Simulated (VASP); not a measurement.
Here is a VASP 6.6.1 calculation.

The input INCAR:

```
SYSTEM = SnSe
ALGO = Normal
EDIFF = 1E-7
EDIFFG = -0.01
ENCUT = 600
GGA = PE
IBRION = 2
ISIF = 3
ISMEAR = -1
LASPH = .TRUE.
LCHARG = .FALSE.
LREAL = .FALSE.
LWAVE = .FALSE.
NELM = 60
NSW = 60
PREC = Accurate
SIGMA = 0.05
```

The input KPOINTS:

```
k-points
0
G
  7 7 7
  0 0 0
```

File POSCAR:

```
SnSe
1.0
    0.0000000000      3.3908400000      3.3908400000
    3.3908400000      0.0000000000      3.3908400000
    3.3908400000      3.3908400000      0.0000000000
Sn Se
1 1
Direct
    0.0000000000      0.0000000000      0.0000000000
    0.7500000000      0.7500000000      0.7500000000
```

Potentials or basis: VASP PAW PBE potentials, release 64 (Sn_d, Se).

Command:

```sh
$ cat potpaw_PBE.64/Sn_d/POTCAR potpaw_PBE.64/Se/POTCAR > POTCAR
$ mpirun -np 1 vasp_std > vasp.out
```

(1) What does it give for the band gap on the k mesh?

## Answers

(1) 0.30 eV, indirect (least direct gap 0.73 eV).

Caveat: the relaxation stopped at its first step, so nothing moved; spin-orbit coupling is left out, which moves the levels of the heavy elements.
